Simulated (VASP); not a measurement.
# MgS in VASP: settings compared, part 2 of 2

VASP 6.6.1. Earlier steps stand in the parts before.

### Step 4. Electric field gradients, PBEsol

Contents of INCAR:

```
SYSTEM = MgS
  PREC = Accurate
  ENCUT = 520
  EDIFF = 1E-8
  ISMEAR = -1
  SIGMA = 0.03
  LREAL = .False.
  LASPH = .True.
  NELM = 100
  ALGO = Normal
  ISIF = 2
  LWAVE = .False.
  LCHARG = .False.
  GGA = PS
  LEFG = .True.
  NBANDS = 11
```

Contents of KPOINTS:

```
regular mesh
0
Gamma
  10 10 10
  0 0 0
```

Contents of POSCAR:

```
MgS
1.0
    0.0000000000      2.6016500000      2.6016500000
    2.6016500000      0.0000000000      2.6016500000
    2.6016500000      2.6016500000      0.0000000000
Mg S
1 1
Direct
    0.0000000000      0.0000000000      0.0000000000
    0.5000000000      0.5000000000      0.5000000000
```

Potentials or basis: VASP PAW PBE potentials, release 64 (Mg, S).

On the command line:

```console
cat potpaw_PBE.64/Mg/POTCAR potpaw_PBE.64/S/POTCAR > POTCAR
mpirun -np 1 vasp_std > vasp.out
```

OUTCAR:

```text
SYSTEM = MgS
   PREC = Accurate
   ENCUT = 520
   EDIFF = 1E-8
   ISMEAR = -1
   LREAL = .False.
   LASPH = .True.
   NELM = 100
   ISIF = 2
   GGA = PS

 ion  position               nearest neighbor table
   1  0.000  0.000  0.000-   2 2.60   2 2.60   2 2.60   2 2.60   2 2.60   2 2.60
   2  0.500  0.500  0.500-   1 2.60   1 2.60   1 2.60   1 2.60   1 2.60   1 2.60

  LATTYP: Found a face centered cubic cell.
 ALAT       =     5.2033000000

  Lattice vectors:

 A1 = (   0.0000000000,   2.6016500000,   2.6016500000)
 A2 = (   2.6016500000,   0.0000000000,   2.6016500000)
 A3 = (   2.6016500000,   2.6016500000,   0.0000000000)

Analysis of symmetry for initial positions (statically):
=====================================================================
 Subroutine PRICEL returns:
 Original cell was already a primitive cell.

 Routine SETGRP: Setting up the symmetry group for a
 face centered cubic supercell.

 Subroutine GETGRP returns: Found 48 space group operations
 (whereof 48 operations were pure point group operations)
 out of a pool of 48 trial point group operations.

The static configuration has the point symmetry O_h .

Analysis of symmetry for dynamics (positions and initial velocities):
=====================================================================
 Subroutine PRICEL returns:
 Original cell was already a primitive cell.

 Routine SETGRP: Setting up the symmetry group for a
 face centered cubic supercell.

 Subroutine GETGRP returns: Found 48 space group operations
 (whereof 48 operations were pure point group operations)
 out of a pool of 48 trial point group operations.

[... 480 lines left out ...]
      3       2.0101      2.00000
      4       2.2901      2.00000
      5       7.5439      0.00000
      6       8.7684      0.00000
      7      13.0584      0.00000
      8      14.1306      0.00000
      9      15.6723      0.00000
     10      16.9070      0.00000
     11      20.2448      0.00000

 [... further k-points ...]

------------------------ aborting loop because EDIFF is reached ----------------------------------------

  FORCE on cell =-STRESS in cart. coord.  units (eV):
  Direction    XX          YY          ZZ          XY          YZ          ZX
  --------------------------------------------------------------------------------------
  -------------------------------------------------------------------------------------
  Total       -0.2498133     -0.2498133     -0.2498133      0.0000000      0.0000000     -0.0000000
  in kB      -11.3644774    -11.3644774    -11.3644774      0.0000000      0.0000000     -0.0000000
  external PRESSURE =     -11.3644774 kB  Pullay stress =       0.0000000 kB

 VOLUME and BASIS-vectors are now :
 -----------------------------------------------------------------------------
  energy-cutoff  :      520.00
  volume of cell :       35.22
      direct lattice vectors                 reciprocal lattice vectors
     0.000000000  2.601650000  2.601650000    -0.192185728  0.192185728  0.192185728
     2.601650000  0.000000000  2.601650000     0.192185728 -0.192185728  0.192185728
     2.601650000  2.601650000  0.000000000     0.192185728  0.192185728 -0.192185728

 POSITION                                       TOTAL-FORCE (eV/Angst)
 -----------------------------------------------------------------------------------
      0.00000      0.00000      0.00000        -0.000000     -0.000000     -0.000000
      2.60165      2.60165      2.60165         0.000000      0.000000      0.000000
 -----------------------------------------------------------------------------------
    total drift:                                0.000000      0.000000      0.000000

  FREE ENERGIE OF THE ION-ELECTRON SYSTEM (eV)
  ---------------------------------------------------
  free  energy   TOTEN  =        -9.0735755721 eV

  energy  without entropy=       -9.0735755721  energy(sigma->0) =       -9.07357557

 Electric field gradients (V/A^2)
---------------------------------------------------------------------
 ion       V_xx      V_yy      V_zz      V_xy      V_xz      V_yz
---------------------------------------------------------------------
   1       0.000     0.000     0.000     0.000     0.000     0.000
   2       0.000    -0.000     0.000    -0.000    -0.000    -0.000
---------------------------------------------------------------------

 Electric field gradients after diagonalization (V/A^2)
 (convention: |V_zz| > |V_xx| > |V_yy|)
----------------------------------------------------------------------
 ion       V_xx      V_yy      V_zz     asymmetry (V_yy - V_xx)/ V_zz
----------------------------------------------------------------------
   1      -0.000    -0.000     0.000       0.000
   2       0.000     0.000    -0.001       0.000
----------------------------------------------------------------------

           NMR quadrupolar parameters

 Cq : quadrupolar parameter    Cq=e*Q*V_zz/h
 eta: asymmetry parameters     (V_yy - V_xx)/ V_zz
 Q  : nuclear electric quadrupole moment in mb (millibarn)
----------------------------------------------------------------------
 ion       Cq(MHz)       eta       Q (mb)
----------------------------------------------------------------------
   1       0.000       0.000       1.000
   2      -0.000       0.000       1.000
----------------------------------------------------------------------
```

Run time: 28 s. Hardware: 1 thread of Intel Xeon Platinum 8259CL at 2.50GHz (Skylake/Cascade Lake), shared host; peak memory 0.16 GiB.

Results:

- Free energy: -9.0736 eV
- Pressure: -1.1 GPa
- Band gap on the k mesh: 2.70 eV, indirect (least direct gap 3.59 eV)

Caveat: without QUAD_EFG the Cq values of the log hold for a quadrupole moment of 1 mb, not for the nuclei; the PAW data sets were made with another functional, which shifts forces and pressure a little.

### Step 5. Electric field gradients, r2SCAN

POSCAR is that of step 4.

Contents of INCAR.step1:

```
ALGO = Normal
EDIFF = 1E-4
ENCUT = 520
GGA = PE
ISMEAR = -1
LASPH = T
LCHARG = F
LREAL = F
LWAVE = T
NBANDS = 11
NELM = 100
PREC = Accurate
SIGMA = 0.03
```

Contents of INCAR.step2:

```
ALGO = Normal
EDIFF = 1E-8
ENCUT = 520
ISIF = 2
ISMEAR = -1
ISTART = 1
LASPH = T
LCHARG = F
LEFG = T
LMIXTAU = T
LREAL = F
LWAVE = F
METAGGA = R2SCAN
NBANDS = 11
NELM = 100
PREC = Accurate
SIGMA = 0.03
```

Contents of KPOINTS:

```
k-points
0
Gamma
  10 10 10
```

Potentials or basis: VASP PAW PBE potentials, release 64 (Mg, S).

On the command line:

```console
cat potpaw_PBE.64/Mg/POTCAR potpaw_PBE.64/S/POTCAR > POTCAR
cp INCAR.step1 INCAR
mpirun -np 1 vasp_std > vasp.out
cp INCAR.step2 INCAR
mpirun -np 1 vasp_std > vasp.out
```

OUTCAR:

```text
EDIFF = 1E-8
   ENCUT = 520
   ISIF = 2
   ISMEAR = -1
   ISTART = 1
   LASPH = T
   LREAL = F
   METAGGA = R2SCAN
   NELM = 100
   PREC = Accurate

 ion  position               nearest neighbor table
   1  0.000  0.000  0.000-   2 2.60   2 2.60   2 2.60   2 2.60   2 2.60   2 2.60
   2  0.500  0.500  0.500-   1 2.60   1 2.60   1 2.60   1 2.60   1 2.60   1 2.60

  LATTYP: Found a face centered cubic cell.
 ALAT       =     5.2033000000

  Lattice vectors:

 A1 = (   0.0000000000,   2.6016500000,   2.6016500000)
[... 548 lines left out ...]
  ---------------------------------------------------
  free  energy   TOTEN  =       -15.5106335697 eV

  energy  without entropy=      -15.5106335697  energy(sigma->0) =      -15.51063357

 Electric field gradients (V/A^2)
---------------------------------------------------------------------
 ion       V_xx      V_yy      V_zz      V_xy      V_xz      V_yz
---------------------------------------------------------------------
   1       0.000     0.000    -0.000     0.000     0.000     0.000
   2       0.000     0.000    -0.000    -0.000    -0.000    -0.000
---------------------------------------------------------------------

 Electric field gradients after diagonalization (V/A^2)
 (convention: |V_zz| > |V_xx| > |V_yy|)
----------------------------------------------------------------------
 ion       V_xx      V_yy      V_zz     asymmetry (V_yy - V_xx)/ V_zz
----------------------------------------------------------------------
   1      -0.000    -0.000     0.000       0.000
   2       0.000     0.000    -0.001       0.000
----------------------------------------------------------------------

           NMR quadrupolar parameters

 Cq : quadrupolar parameter    Cq=e*Q*V_zz/h
 eta: asymmetry parameters     (V_yy - V_xx)/ V_zz
 Q  : nuclear electric quadrupole moment in mb (millibarn)
----------------------------------------------------------------------
 ion       Cq(MHz)       eta       Q (mb)
----------------------------------------------------------------------
   1       0.000       0.000       1.000
   2      -0.000       0.000       1.000
----------------------------------------------------------------------
```

Run time: 2.7 min. Hardware: 1 thread of Intel Xeon Platinum 8259CL at 2.50GHz (Skylake/Cascade Lake), shared host; peak memory 0.17 GiB.

What came out:

```
Free energy            : -15.5106 eV
Pressure               : -0.5 GPa
Band gap on the k mesh : 3.43 eV, indirect (least direct gap 4.62 eV)
```

Levels at points of the mesh, in eV from the valence-band top:
| k point | band 1 | band 2 | band 3 | band 4 | band 5 | band 6 | band 7 | band 8 | band 9 |
| --- | --- | --- | --- | --- | --- | --- | --- | --- | --- |
| (0.00, 0.00, 0.00) | -13.18 | 0.00 | 0.00 | 0.00 | 4.61 | 8.53 | 8.53 | 8.53 | 10.94 |
| (0.50, 0.00, 0.00) | -11.85 | -4.88 | -0.62 | -0.62 | 5.22 | 7.50 | 7.50 | 11.23 | 13.23 |
| (0.50, 0.50, 0.00) | -11.47 | -4.27 | -1.73 | -1.73 | 3.43 | 4.93 | 13.14 | 13.49 | 14.54 |

Caveat: without QUAD_EFG the Cq values of the log hold for a quadrupole moment of 1 mb, not for the nuclei; the PAW data sets were made with another functional, which shifts forces and pressure a little.

### Step 6. Summary

```tsv
level	potentials or basis	cell	gap on the mesh (eV)	pressure (GPa)
PBE	VASP PAW PBE potentials, release 64 (Mg, S)	a = 3.679 Å, angles 60.0°, 2 atoms	2.77	1.3
LDA	VASP PAW LDA potentials, release 64 (Mg, S)	a = 3.630 Å, angles 60.0°, 2 atoms	2.64	-0.8
PBEsol	VASP PAW PBE potentials, release 64 (Mg, S)	a = 3.679 Å, angles 60.0°, 2 atoms	2.70	-1.1
r2SCAN	VASP PAW PBE potentials, release 64 (Mg, S)	a = 3.679 Å, angles 60.0°, 2 atoms	3.43	-0.5
```

Some of these runs hold the atoms at other places in the same cell, which the table doesn't show; runs alike in all that it shows share one row.

Alike in all rows: task electric field gradients; no spin polarisation; k mesh 10 × 10 × 10; cutoff (eV) 520; smearing fermi-dirac 0.03 eV.

Caveats: the PAW data sets were made with another functional, which shifts forces and pressure a little (some runs).

Total energies depend on the potentials used, so only differences within one code and one set of settings carry meaning.
